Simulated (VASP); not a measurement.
# MgO (Fm-3m) in VASP: single point with HSE06

Aim: the single point of MgO with HSE06.

Program: VASP 6.6.1. These are calculated values, not measurements. Logs are shortened: lines on timing, memory, paths and dates and some standing lists are left out, and cuts for length are marked.

## Step 1: The cell of the first run

Symmetry: Fm-3m, No. 225, cubic system. The conventional cell has a = 4.164 Å, b = 4.164 Å, c = 4.164 Å, α = 90.00°, β = 90.00°, γ = 90.00°. Within 2.8 Å of Mg (site symmetry m-3m) lie 6 O at 2.08 Å. O (site symmetry m-3m) has 6 Mg at 2.08 Å within 2.8 Å.

## Step 2: Single point, HSE06 (strain -1.0%)

Input file POSCAR:

```
MgO
1.0
    0.0000000000      2.0817769957      2.0817769957
    2.0817769957      0.0000000000      2.0817769957
    2.0817769957      2.0817769957      0.0000000000
Mg O
1 1
Direct
    0.0000000000      0.0000000000      0.0000000000
    0.5000000000      0.5000000000      0.5000000000
```

Input file INCAR.step1:

```
PREC = Accurate ; ENCUT = 520
EDIFF = 1E-5 ; ISMEAR = 0
SIGMA = 0.01 ; LREAL = False
LASPH = True ; NELM = 60
ALGO = Normal ; ISIF = 2
LWAVE = True ; LCHARG = False
NBANDS = 11 ; GGA = PE
```

Input file INCAR.step2:

```
PREC = Accurate ; ENCUT = 520
EDIFF = 1E-7 ; ISMEAR = 0
SIGMA = 0.01 ; LREAL = False
LASPH = True ; NELM = 60
ALGO = Normal ; ISIF = 2
LWAVE = False ; LCHARG = False
GGA = PE ; LHFCALC = True
HFSCREEN = 0.2079 ; PRECFOCK = Normal
NBANDS = 11 ; ISTART = 1
```

Input file KPOINTS:

```
Automatic mesh
0
Gamma
  8 8 8
```

Potentials or basis: VASP PAW PBE potentials, release 64 (Mg, O).

Run with:

```sh
$ cat potpaw_PBE.64/Mg/POTCAR potpaw_PBE.64/O/POTCAR > POTCAR
$ cp INCAR.step1 INCAR
$ mpirun -np 1 vasp_std > vasp.out
$ cp INCAR.step2 INCAR
$ mpirun -np 1 vasp_std > vasp.out
```

OUTCAR:

```text
PREC = Accurate
   ENCUT = 520
   EDIFF = 1E-7
   ISMEAR = 0
   LREAL = False
   LASPH = True
   NELM = 60
   ISIF = 2
   GGA = PE
   LHFCALC = True
   HFSCREEN = 0.2079
   PRECFOCK = Normal
   ISTART = 1

 ion  position               nearest neighbor table
   1  0.000  0.000  0.000-   2 2.08   2 2.08   2 2.08   2 2.08   2 2.08   2 2.08
   2  0.500  0.500  0.500-   1 2.08   1 2.08   1 2.08   1 2.08   1 2.08   1 2.08

  LATTYP: Found a face centered cubic cell.
 ALAT       =     4.1635539914

  Lattice vectors:

 A1 = (   0.0000000000,   2.0817769957,   2.0817769957)
 A2 = (   2.0817769957,   0.0000000000,   2.0817769957)
 A3 = (   2.0817769957,   2.0817769957,   0.0000000000)

Analysis of symmetry for initial positions (statically):
=====================================================================
 Subroutine PRICEL returns:
 Original cell was already a primitive cell.

 Routine SETGRP: Setting up the symmetry group for a
 face centered cubic supercell.

 Subroutine GETGRP returns: Found 48 space group operations
 (whereof 48 operations were pure point group operations)
 out of a pool of 48 trial point group operations.

The static configuration has the point symmetry O_h .

Analysis of symmetry for dynamics (positions and initial velocities):
=====================================================================
 Subroutine PRICEL returns:
 Original cell was already a primitive cell.

 Routine SETGRP: Setting up the symmetry group for a
 face centered cubic supercell.

 Subroutine GETGRP returns: Found 48 space group operations
 (whereof 48 operations were pure point group operations)
 out of a pool of 48 trial point group operations.

The dynamic configuration has the point symmetry O_h .

 Subroutine INISYM returns: Found 48 space group operations
 (whereof 48 operations are pure point group operations),
 and found     1 'primitive' translations

----------------------------------------------------------------------------------------

                                     Primitive cell

  volume of cell :      18.0440

  direct lattice vectors                    reciprocal lattice vectors
     0.000000000  2.081776996  2.081776996    -0.240179424  0.240179424  0.240179424
     2.081776996  0.000000000  2.081776996     0.240179424 -0.240179424  0.240179424
     2.081776996  2.081776996  0.000000000     0.240179424  0.240179424 -0.240179424

  length of vectors
     2.944077261  2.944077261  2.944077261     0.416002966  0.416002966  0.416002966

  position of ions in fractional coordinates (direct lattice)
     0.000000000  0.000000000  0.000000000
     0.500000000  0.500000000  0.500000000

  ion indices of the primitive-cell ions
   primitive index   ion index
                 1           1
                 2           2

----------------------------------------------------------------------------------------

 KPOINTS: Automatic mesh

Automatic generation of k-mesh.
 Grid dimensions read from file:
 generate k-points for:    8    8    8

 Generating k-lattice:

  Cartesian coordinates                     Fractional coordinates (reciprocal lattice)
    -0.030022428  0.030022428  0.030022428     0.125000000  0.000000000  0.000000000
     0.030022428 -0.030022428  0.030022428     0.000000000  0.125000000  0.000000000
     0.030022428  0.030022428 -0.030022428     0.000000000  0.000000000  0.125000000

  Length of vectors
     0.052000371  0.052000371  0.052000371

  Shift w.r.t. Gamma in fractional coordinates (k-lattice)
     0.000000000  0.000000000  0.000000000

 Subroutine IBZKPT returns following result:
 ===========================================

 Found     29 irreducible k-points:

 Following reciprocal coordinates:
            Coordinates               Weight
  0.000000  0.000000  0.000000      1.000000
  0.125000  0.000000  0.000000      8.000000
  0.250000  0.000000  0.000000      8.000000
  0.375000  0.000000  0.000000      8.000000
  0.500000  0.000000  0.000000      4.000000
  0.125000  0.125000  0.000000      6.000000
[... 16 lines left out ...]
  0.500000  0.250000  0.125000     48.000000
 -0.375000  0.250000  0.125000     24.000000
 [... further k-points ...]
   k-points           NKPTS =     29   k-points in BZ     NKDIM =    512   number of bands    NBANDS=     11
   number of dos      NEDOS =    301   number of ions     NIONS =      2
   total plane-waves  NPLWV =  13824
   dimension x,y,z NGX =    24 NGY =   24 NGZ =   24
   dimension x,y,z NGXF=    48 NGYF=   48 NGZF=   48
   ions per type =               1   1
   NGX,Y,Z   is equivalent  to a cutoff of  13.55, 13.55, 13.55 a.u.
   NGXF,Y,Z  is equivalent  to a cutoff of  27.10, 27.10, 27.10 a.u.
 SYSTEM =  unknown system
   PREC   = accura    normal or accurate (medium, high low for compatibility)
   ISTART =      1    job   : 0-new  1-cont  2-samecut
   ICHARG =      0    charge: 1-file 2-atom 10-const
   ISPIN  =      1    spin polarized calculation?
   LNONCOLLINEAR =      F non collinear calculations
   LSORBIT =      F    spin-orbit coupling
   LASPH  =      T    aspherical Exc in radial PAW
   ENCUT  =  520.0 eV  38.22 Ry    6.18 a.u.   5.47  5.47  5.47*2*pi/ulx,y,z
   NELM   =     60;   NELMIN=  2; NELMDL=  0     # of ELM steps
   EDIFF  = 0.1E-06   stopping-criterion for ELM
   LREAL  =      F    real-space projection
   EDIFFG = 0.1E-05   stopping-criterion for IOM
   NSW    =      0    number of steps for IOM
   IBRION =     -1    ionic relax: 0-MD 1-quasi-New 2-CG
   NFREE  =      0    steps in history (QN), initial steepest desc. (CG)
   ISIF   =      2    stress and relaxation
   ISYM   =      3    0-nonsym 1-usesym 2-fastsym
   POTIM  = 0.5000    time-step for ionic-motion
   TEBEG  =    0.0;   TEEND  =   0.0 temperature during run
   PSTRESS=    0.0 pullay stress
   NELECT =       8.0000    total number of electrons
   NUPDOWN=      -1.0000    fix difference up-down
   EMIN   =  10.00;   EMAX   =-10.00  energy-range for DOS
   EFERMI =   0.00;   METHOD = LEGACY
   ISMEAR =     0;   SIGMA  =   0.01  broadening in eV -4-tet -1-fermi 0-gaus
   EFERMI_NEDOS =   21; number of points for ismear=-14 and -15
   IALGO  =     38    algorithm
   IMIX   =      1    mixing-type and parameters
     AMIX     =   0.40;   BMIX     =  1.00
     AMIX_MAG =   1.60;   BMIX_MAG =  1.00
  volume/ion in A,a.u.               =       9.02        60.88
  Fermi-wavevector in a.u.,A,eV,Ry     =   1.248324  2.358990 21.202130  1.558313
  Thomas-Fermi vector in A             =   2.382416
   LORBIT       =      0    0 simple, 1 ext, 2 COOP (PROOUT), +10 PAW based schemes
   GGA     = PE    functional components
   LHFCALC =     T    Hartree Fock is set to
   PRECFOCK=normal    Normal, Fast or Accurate (Low or Medium for compatibility)
   ENCUT4O =  -1.0   cutoff for four orbital integrals eV
   NKREDX  =     1    reduce k-point grid by
   NKREDY  =     1    reduce k-point grid by
   NKREDZ  =     1    reduce k-point grid by
   AEXX    =    0.2500 exact exchange contribution
   HFSCREEN=    0.2079 screening length (either q_TF or 0.3 A-1)
   HFSCREENC=   0.2079 screening length for correlation (either q_TF or 0.3 A-1)
   ENCUTFOCK=  -1.0 apply spherical cutoff to Coloumb kernel
   IVDW    =     0    specifies the selected vdW correction
   LEPSILON=     F    determine dielectric tensor
   LRPA    =     F    only Hartree local field effects (RPA)
 non-spin polarized calculation
 Gauss-broadening in eV      SIGMA  =   0.01
  energy-cutoff  :      520.00
  volume of cell :       18.04
 maximum number of plane-waves:       531
 NGX is ok and might be reduce to    24
  NGX = 18; NGY = 18; NGZ = 18

 number of electron       8.0000001 magnetization

 Free energy of the ion-electron system (eV)
  ---------------------------------------------------
  ext. energy  EPLUGINS =         0.00000000
  ---------------------------------------------------
  free energy    TOTEN  =       -14.20323531 eV

  energy without entropy =      -14.20323531  energy(sigma->0) =      -14.20323531

 E-fermi :   2.3404     XC(G=0):  -9.2266

 val. band max:        2.1930346963   @ k =   0.0000   0.0000   0.0000
 cond. band min:       9.0078972952   @ k =   0.0000   0.0000   0.0000
 fundamental gap:      6.8148625989
 Fermi energy:         2.3404416196

 k-point     1 :       0.0000    0.0000    0.0000
  band No.  band energies     occupation
      1     -16.8164      2.00000
      2       2.1930      2.00000
      3       2.1930      2.00000
      4       2.1930      2.00000
      5       9.0079      0.00000
      6      20.1618      0.00000
      7      20.1618      0.00000
      8      20.1618      0.00000
      9      24.1883      0.00000
     10      26.1588      0.00000
     11      26.1588      0.00000

 k-point     2 :       0.1250    0.0000    0.0000
  band No.  band energies     occupation
      1     -16.6339      2.00000
      2       1.1996      2.00000
      3       2.0740      2.00000
      4       2.0740      2.00000
      5       9.9376      0.00000
      6      18.4464      0.00000
      7      20.5638      0.00000
      8      20.5638      0.00000
      9      25.2488      0.00000
     10      25.2488      0.00000
     11      26.5731      0.00000

 k-point     3 :       0.2500    0.0000    0.0000
  band No.  band energies     occupation
      1     -16.1592      2.00000
      2      -0.6842      2.00000
      3       1.7997      2.00000
      4       1.7997      2.00000
      5      11.4390      0.00000
      6      16.9925      0.00000
      7      21.1666      0.00000
      8      21.1666      0.00000
      9      24.8705      0.00000
     10      24.8705      0.00000
     11      27.0018      0.00000

 k-point     4 :       0.3750    0.0000    0.0000
  band No.  band energies     occupation
      1     -15.6226      2.00000
      2      -2.2760      2.00000
      3       1.5417      2.00000
      4       1.5417      2.00000
      5      12.0671      0.00000
      6      17.0933      0.00000
      7      21.0551      0.00000
      8      21.0551      0.00000
      9      26.1446      0.00000
     10      26.2960      0.00000
     11      26.2960      0.00000

 k-point     5 :       0.5000    0.0000    0.0000
  band No.  band energies     occupation
      1     -15.3761      2.00000
      2      -2.9005      2.00000
      3       1.4390      2.00000
      4       1.4390      2.00000
      5      12.1059      0.00000
      6      17.4844      0.00000
      7      20.8954      0.00000
      8      20.8954      0.00000
      9      25.7904      0.00000
     10      27.4748      0.00000
     11      27.4748      0.00000
[... 211 lines left out ...]
 k-point    21 :       0.5000    0.5000    0.0000
  band No.  band energies     occupation
      1     -15.0883      2.00000
      2      -2.3435      2.00000
      3       0.6720      2.00000
      4       0.6720      2.00000
      5      13.1003      0.00000
      6      14.4477      0.00000
      7      17.9557      0.00000
      8      24.1314      0.00000
      9      24.1314      0.00000
     10      30.6313      0.00000
     11      31.7886      0.00000

 k-point    22 :       0.3750    0.2500    0.1250
  band No.  band energies     occupation
      1     -15.8192      2.00000
      2      -1.0905      2.00000
      3       0.9046      2.00000
      4       1.4917      2.00000
      5      12.9831      0.00000
      6      15.7127      0.00000
      7      19.7324      0.00000
      8      22.3340      0.00000
      9      22.7629      0.00000
     10      27.2785      0.00000
     11      30.9126      0.00000

 k-point    23 :       0.5000    0.2500    0.1250
  band No.  band energies     occupation
      1     -15.3962      2.00000
      2      -1.8847      2.00000
      3       0.2698      2.00000
      4       1.2068      2.00000
      5      13.9222      0.00000
      6      16.1272      0.00000
      7      18.5439      0.00000
      8      21.9446      0.00000
      9      24.4602      0.00000
     10      27.3334      0.00000
     11      31.0620      0.00000

 k-point    24 :      -0.3750    0.2500    0.1250
  band No.  band energies     occupation
      1     -15.2077      2.00000
      2      -2.2248      2.00000
      3       0.0422      2.00000
      4       1.0728      2.00000
      5      14.0148      0.00000
      6      16.8903      0.00000
      7      18.0943      0.00000
      8      21.6827      0.00000
      9      25.3135      0.00000
     10      27.0460      0.00000
     11      31.1727      0.00000

 [... further k-points ...]
[... 5 lines left out ...]
  --------------------------------------------------------------------------------------
  -------------------------------------------------------------------------------------
  Total        0.5138703      0.5138703      0.5138703      0.0000000      0.0000000      0.0000000
  in kB       45.6280094     45.6280094     45.6280094      0.0000000      0.0000000      0.0000000
  external PRESSURE =      45.6280094 kB  Pullay stress =       0.0000000 kB

 VOLUME and BASIS-vectors are now :
 -----------------------------------------------------------------------------
  energy-cutoff  :      520.00
  volume of cell :       18.04
      direct lattice vectors                 reciprocal lattice vectors
     0.000000000  2.081776996  2.081776996    -0.240179424  0.240179424  0.240179424
     2.081776996  0.000000000  2.081776996     0.240179424 -0.240179424  0.240179424
     2.081776996  2.081776996  0.000000000     0.240179424  0.240179424 -0.240179424

 POSITION                                       TOTAL-FORCE (eV/Angst)
 -----------------------------------------------------------------------------------
      0.00000      0.00000      0.00000        -0.000000     -0.000000     -0.000000
      2.08178      2.08178      2.08178         0.000000      0.000000      0.000000
 -----------------------------------------------------------------------------------
    total drift:                               -0.000138     -0.000187     -0.000188

  FREE ENERGIE OF THE ION-ELECTRON SYSTEM (eV)
  ---------------------------------------------------
  free  energy   TOTEN  =       -14.2032353107 eV

  energy  without entropy=      -14.2032353107  energy(sigma->0) =      -14.20323531
```

Run time: 58 min. Hardware: 1 thread of AMD EPYC 7R43 (Zen 3), shared host; peak memory 0.22 GiB.

Results:

* Free energy: -14.2032 eV
* Pressure: 4.6 GPa
* Band gap on the k mesh: 6.81 eV

Caveat: the cell differs from its parent crystal (strain -1.0%); the cell stands under pressure; the PAW data sets were made with another functional, which shifts forces and pressure a little.
